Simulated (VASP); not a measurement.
C:

```xyz
2
Lattice="0.0000 1.7229 1.9438 1.7229 0.0000 1.9438 1.7229 1.7229 0.0000" Properties=species:S:1:pos:R:3 pbc="T T T"
C     1.7229    1.7229    1.9438
C     2.5844    2.5844    2.9157
```

This cell differs from its parent crystal: volume 5.770 Å^3 an atom, c/a of the conventional cell 1.1282.

Base run:

* Program: VASP 6.6.1
* Functional: LDA
* Potentials or basis: VASP PAW LDA potentials, release 64 (C)
* Cutoff: 520 eV
* k mesh: 12 × 12 × 12
* Occupations: gaussian, width 0.05 eV
* Spin: no spin polarisation

Its results: band gap on the k mesh 2.60 eV, indirect (least direct gap 4.46 eV); pressure -18.2 GPa.

Task: The run is repeated on the same cell with these changes: potentials or basis from VASP PAW LDA potentials, release 64 (C) to VASP PAW LDA potentials, release 64 (C_h); cutoff from 520 eV to 910 eV. What comes out?

Result: Band gap on the k mesh 2.60 eV, indirect (least direct gap 4.46 eV); pressure -18.9 GPa.

Caveats: the cutoff is under 1.25 times the usual one of these potentials, so pressure, stress and relaxed cells hold a basis-set (Pulay) error (some runs).

A k mesh can miss the band edges.
